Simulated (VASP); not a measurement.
# HW3C3 in VASP: single point with PBEsol

Aim: the single point of HW3C3 with PBEsol.

Everything below comes from runs of VASP 6.6.1. Logs are shortened: lines on timing, memory, paths and dates and some standing lists are left out, and cuts for length are marked.

### Step 1. The cell of the first run

The cell holds a slab with vacuum, 7 atoms: a = 2.828 Å, b = 2.898 Å, c = 24.857 Å, α = 90.00°, β = 90.00°, γ = 90.00°.

### Step 2. Single point, PBEsol

INCAR reads:

```
ALGO = Normal
DIPOL = 0.5 0.5 0.483
EDIFF = 1E-6
ENCUT = 520
GGA = PS
IDIPOL = 3
ISIF = 2
ISMEAR = 0
LASPH = True
LCHARG = False
LDIPOL = True
LREAL = False
LWAVE = False
NBANDS = 36
NELM = 100
PREC = Accurate
SIGMA = 0.1
```

KPOINTS reads:

```
k-points
0
Gamma
  10 10 1
```

POSCAR reads:

```
HW3C3
1.0
    2.8276119036      0.0000000000      0.0000000000
    0.0000000000      2.8984136670      0.0000000000
    0.0000000000      0.0000000000     24.8568996880
C W H
3 3 1
Direct
    0.5000000000      0.0000000000      0.3419573683
    0.5000000000      0.5000000000      0.4429393853
    0.5002885628      0.0005512298      0.5440042849
    0.0000000000      0.5000000000      0.3756180406
    0.0001308745      0.0001574542      0.4767275154
    0.0002810887      0.5005341202      0.5754360543
    0.5003477508      0.5005489073      0.6261968097
```

Potentials or basis: VASP PAW PBE potentials, release 64 (C, W_sv, H).

Command:

```
cat potpaw_PBE.64/C/POTCAR potpaw_PBE.64/W_sv/POTCAR potpaw_PBE.64/H/POTCAR > POTCAR
mpirun -np 1 vasp_std > vasp.out
```

OUTCAR:

```text
EDIFF = 1E-6
   ENCUT = 520
   GGA = PS
   ISIF = 2
   ISMEAR = 0
   LASPH = True
   LREAL = False
   NELM = 100
   PREC = Accurate

 ion  position               nearest neighbor table
   1  0.500  0.000  0.342-   4 2.19   4 2.19   4 2.19   4 2.19
   2  0.500  0.500  0.443-   4 2.19   4 2.19   5 2.19   5 2.19   5 2.19   5 2.19
   3  0.500  0.001  0.544-   6 2.17   6 2.17   6 2.17   6 2.17   5 2.19   5 2.19
   4  0.000  0.500  0.376-   1 2.19   1 2.19   1 2.19   1 2.19   2 2.19   2 2.19   5 2.90   5 2.90

   5  0.000  0.000  0.477-   3 2.19   3 2.19   2 2.19   2 2.19   2 2.19   2 2.19   6 2.85   6 2.85
                             4 2.90   4 2.90
   6  0.000  0.501  0.575-   7 1.89   7 1.90   3 2.17   3 2.17   3 2.17   3 2.17   5 2.85   5 2.85

   7  0.500  0.501  0.626-   6 1.89   6 1.90

  LATTYP: Found a simple orthorhombic cell.
 ALAT       =     2.8276119036
 B/A-ratio  =     1.0250394205
 C/A-ratio  =     8.7907748784

  Lattice vectors:

 A1 = (   2.8276119036,   0.0000000000,   0.0000000000)
 A2 = (   0.0000000000,   2.8984136670,   0.0000000000)
 A3 = (   0.0000000000,   0.0000000000,  24.8568996880)

Analysis of symmetry for initial positions (statically):
=====================================================================
 Subroutine PRICEL returns:
 Original cell was already a primitive cell.

 Routine SETGRP: Setting up the symmetry group for a
 simple orthorhombic supercell.

 Subroutine GETGRP returns: Found  1 space group operations
 (whereof  1 operations were pure point group operations)
 out of a pool of  8 trial point group operations.

The static configuration has the point symmetry C_1 .

Analysis of symmetry for dynamics (positions and initial velocities):
=====================================================================
 Subroutine PRICEL returns:
 Original cell was already a primitive cell.

 Routine SETGRP: Setting up the symmetry group for a
 simple orthorhombic supercell.

 Subroutine GETGRP returns: Found  1 space group operations
 (whereof  1 operations were pure point group operations)
 out of a pool of  8 trial point group operations.

The dynamic configuration has the point symmetry C_1 .

 Subroutine INISYM returns: Found  1 space group operations
 (whereof  1 operations are pure point group operations),
 and found     1 'primitive' translations

----------------------------------------------------------------------------------------

                                     Primitive cell

  volume of cell :     203.7169
[... 112 lines left out ...]
   EMIN   =  10.00;   EMAX   =-10.00  energy-range for DOS
   EFERMI =   0.00;   METHOD = LEGACY
   ISMEAR =     0;   SIGMA  =   0.10  broadening in eV -4-tet -1-fermi 0-gaus
   EFERMI_NEDOS =   21; number of points for ismear=-14 and -15
   IALGO  =     38    algorithm
   IMIX   =      4    mixing-type and parameters
     AMIX     =   0.40;   BMIX     =  1.00
     AMIX_MAG =   1.60;   BMIX_MAG =  1.00
  volume/ion in A,a.u.               =      29.10       196.39
  Fermi-wavevector in a.u.,A,eV,Ry     =   1.058084  1.999488 15.232281  1.119541
  Thomas-Fermi vector in A             =   2.193380
   LORBIT       =      0    0 simple, 1 ext, 2 COOP (PROOUT), +10 PAW based schemes
   GGA     = PS    functional components
   LHFCALC =     F    Hartree Fock is set to
   AEXX    =    0.0000 exact exchange contribution
   IVDW    =     0    specifies the selected vdW correction
   LEPSILON=     F    determine dielectric tensor
   LRPA    =     F    only Hartree local field effects (RPA)
 non-spin polarized calculation
 Gauss-broadening in eV      SIGMA  =   0.10
  energy-cutoff  :      520.00
  volume of cell :      203.72
 maximum number of plane-waves:      5530
 NGX is ok and might be reduce to    24
   NGX = 11   NGY = 11   NGZ = 93

 dipolmoment           0.000000      0.000000      0.171609 electrons x Angstroem

 number of electron      55.0000002 magnetization

 dipolmoment           0.000000      0.000000     -0.039416 electrons x Angstroem

 Free energy of the ion-electron system (eV)
  ---------------------------------------------------
  ext. energy  EPLUGINS =         0.00000000
  ---------------------------------------------------
  free energy    TOTEN  =       -71.88597671 eV

  energy without entropy =      -71.86983203  energy(sigma->0) =      -71.87790437

 E-fermi :  -0.3453     XC(G=0):  -5.1499

 val. band max:       -0.3499256790   @ k =   0.0000   0.1000   0.0000
 cond. band min:      -0.2880245144   @ k =   0.2000   0.0000   0.0000
 fundamental gap:      0.0619011646
 Fermi energy:        -0.3452857036

 k-point     1 :       0.0000    0.0000    0.0000
  band No.  band energies     occupation
      1     -74.3231      2.00000
      2     -74.2749      2.00000
      3     -74.2408      2.00000
      4     -38.9338      2.00000
      5     -38.6417      2.00000
      6     -38.3499      2.00000
[... 925 lines left out ...]
     35       4.8674      0.00000
     36       5.2570      0.00000

 [... further k-points ...]

------------------------ aborting loop because EDIFF is reached ----------------------------------------

 vacuum level on the upper side and lower side of the slab       (xc-potential included)        -0.605         0.279

  FORCE on cell =-STRESS in cart. coord.  units (eV):
  Direction    XX          YY          ZZ          XY          YZ          ZX
  --------------------------------------------------------------------------------------
  -------------------------------------------------------------------------------------
  Total       -4.4597174     -2.1421408     -2.0816764      0.0000214     -0.0216392     -0.0133250
  in kB      -35.0744436    -16.8473452    -16.3718093      0.0001684     -0.1701860     -0.1047974
  external PRESSURE =     -22.7645327 kB  Pullay stress =       0.0000000 kB

 VOLUME and BASIS-vectors are now :
 -----------------------------------------------------------------------------
  energy-cutoff  :      520.00
  volume of cell :      203.72
      direct lattice vectors                 reciprocal lattice vectors
     2.827611904  0.000000000  0.000000000     0.353655323  0.000000000  0.000000000
     0.000000000  2.898413667  0.000000000     0.000000000  0.345016314  0.000000000
     0.000000000  0.000000000 24.856899688     0.000000000  0.000000000  0.040230279

 POSITION                                       TOTAL-FORCE (eV/Angst)
 -----------------------------------------------------------------------------------
      1.41381      0.00000      8.50000        -0.000165      0.000349      2.682637
      1.41381      1.44921     11.01010         0.004048      0.005880     -0.091862
      1.41462      0.00160     13.52226        -0.002851     -0.004073      0.012456
      0.00000      1.44921      9.33670         0.001004      0.000687     -2.658825
      0.00037      0.00046     11.84997        -0.001164      0.000016     -0.002670
      0.00079      1.45075     14.30356        -0.000029     -0.002907      0.031695
      1.41479      1.45080     15.56531        -0.000843      0.000047      0.026570
 -----------------------------------------------------------------------------------
    total drift:                               -0.000015      0.000031     -0.000205

  FREE ENERGIE OF THE ION-ELECTRON SYSTEM (eV)
  ---------------------------------------------------
  free  energy   TOTEN  =       -71.8859767115 eV

  energy  without entropy=      -71.8698320309  energy(sigma->0) =      -71.87790437

 vacuum level on the upper side and lower side of the slab         4.642         5.573
```

OSZICAR:

```text
N       E                     dE             d eps       ncg     rms          rms(c)
DAV:   1     0.552589512229E+03    0.55259E+03   -0.32572E+04  4560   0.139E+03
DAV:   2    -0.485764218437E+02   -0.60117E+03   -0.59011E+03  4420   0.415E+02
DAV:   3    -0.801644784710E+02   -0.31588E+02   -0.30881E+02  4584   0.937E+01
[... 23 lines left out ...]
DAV:  27    -0.718859627014E+02   -0.10736E-04   -0.86868E-07  3352   0.460E-03    0.159E-03
DAV:  28    -0.718859717891E+02   -0.90878E-05   -0.34896E-07  2836   0.334E-03    0.170E-03
DAV:  29    -0.718859747055E+02   -0.29164E-05   -0.37681E-07  3008   0.345E-03    0.399E-04
DAV:  30    -0.718859759475E+02   -0.12420E-05   -0.52277E-08  2512   0.130E-03    0.351E-04
DAV:  31    -0.718859767115E+02   -0.76400E-06   -0.16822E-08  2280   0.711E-04
   1 F= -.71885977E+02 E0= -.71877904E+02  d E =-.161447E-01
```

stdout:

```text
POSCAR found type information on POSCAR C W H
 POSCAR found :  3 types and       7 ions
 scaLAPACK will be used
 -----------------------------------------------------------------------------
|                                                                             |
|                                                                             |
|     You enforced a specific xc type in the INCAR file but a different       |
|     I HOPE YOU KNOW WHAT YOU ARE DOING!                                     |
|                                                                             |
 -----------------------------------------------------------------------------

 LDA part: xc-table for (Slater+PW92), standard interpolation
 POSCAR, INCAR and KPOINTS ok, starting setup
 FFT: planning ... GRIDC
 FFT: planning ... GRID_SOFT
 FFT: planning ... GRID
 WAVECAR not read
 entering main loop
```

Wall time 8.1 min (1 thread of Intel Xeon 6975P-C (Granite Rapids), shared host); peak memory 0.53 GiB.

Results:

| Item | Value |
| --- | --- |
| Free energy | -71.8860 eV |
| Largest force | 2.683 eV/Å |
| Band gap on the k mesh | zero (an odd number of electrons rules out a gap without spin polarisation) |

Forces on the atoms (eV/Å):
```
C    0.000  0.000  2.683
C    0.004  0.006 -0.092
C   -0.003 -0.004  0.012
W    0.001  0.001 -2.659
W   -0.001  0.000 -0.003
W    0.000 -0.003  0.032
H   -0.001  0.000  0.027
```

Caveat: the PAW data sets were made with another functional, which shifts forces and pressure a little; spin-orbit coupling is left out, which moves the levels of the heavy elements.
